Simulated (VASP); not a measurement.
Write the native input for VASP 6.6.1 that does the following.

```
Task                   : single point
Functional             : PBE
Dispersion             : D3(BJ)
Potentials or basis    : VASP PAW PBE potentials, release 64 (Cs_sv, Te, H, S, O)
Cutoff                 : 520 eV
k mesh                 : 2 × 2 × 2
Occupations            : fermi-dirac, width 0.05 eV
Spin                   : no spin polarisation
Dipole correction      : no
Further INCAR settings : LREAL = Auto; ALGO = Normal; EDIFF = 1e-06; NBANDS = 64
```

The structure of Cs2TeH6SO10 lies in POSCAR:

```
Cs2TeH6SO10
1.0
    3.7395000000      2.1590010000      5.5456670000
   -3.7395000000      2.1590010000      5.5456670000
    0.0000000000     -4.3180030000      5.5456670000
Cs Te H S O
2 1 6 1 10
Direct
    0.2718263841      0.3124467879      0.2433639724
    0.7316540974      0.7575933941      0.7855915856
    0.0051671386      0.0365082270      0.0358446152
    1.2864430842      0.7747169176     -0.2604568582
   -0.1125902561      1.1276290245      0.7435774630
    0.6715710967     -0.1289102511      1.2881198342
    0.8062850411      0.3775111408      0.1848579403
    0.1598557649      0.9280868119      0.3138184738
    0.2991505527      0.1634907051      0.7499631052
    0.5166794797      0.5525933719      0.5304445494
    1.1218109938      0.8096569625     -0.0822043780
   -0.0829580072      1.2304261351      0.7766286489
    0.7502744239     -0.0157370750      1.1496904636
    0.4825637948      0.4794885174      0.3871632104
    0.7400732356      0.5867104865      0.4426878311
    0.3296641335      0.7898860883      0.5396730962
    0.5167314820      0.4125731721      0.7560832352
    0.9470135862      0.3275457429      0.0884146829
    0.0333188952      0.9071790369      0.3456773828
    0.2996776177      0.0819212331      0.9110860508
```

These files were run (other wordings do the same):

INCAR

```
PREC = Accurate
ENCUT = 520
EDIFF = 1E-6
ISMEAR = -1
SIGMA = 0.05
LREAL = Auto
LASPH = True
NELM = 60
ALGO = Normal
ISIF = 2
LWAVE = False
LCHARG = False
GGA = PE
IVDW = 12
NBANDS = 64
```

KPOINTS

```
Automatic mesh
0
Gamma
  2 2 2
```

Potentials or basis: VASP PAW PBE potentials, release 64 (Cs_sv, Te, H, S, O).

Command:

```sh
$ cat potpaw_PBE.64/Cs_sv/POTCAR potpaw_PBE.64/Te/POTCAR potpaw_PBE.64/H/POTCAR potpaw_PBE.64/S/POTCAR potpaw_PBE.64/O/POTCAR > POTCAR
$ mpirun -np 1 vasp_std > vasp.out
```

Results of the run:

```yaml
Pressure: 5.3 GPa
Largest_force: 8.001 eV/Å
Band_gap_on_the_k_mesh: 2.80 eV
Dispersion_energy_per_atom: -0.109 eV
```

Caveat: the k points lie up to 0.52 Å⁻¹ apart; spin-orbit coupling is left out, which moves the levels of the heavy elements; forces of over 1 eV/Å act on the atoms, so gaps and moduli don't describe the material at rest.

Run time: 6.6 min on 1 thread of Oxide Virtual Turin-like Processor (shared host), peak memory 0.4 GiB.
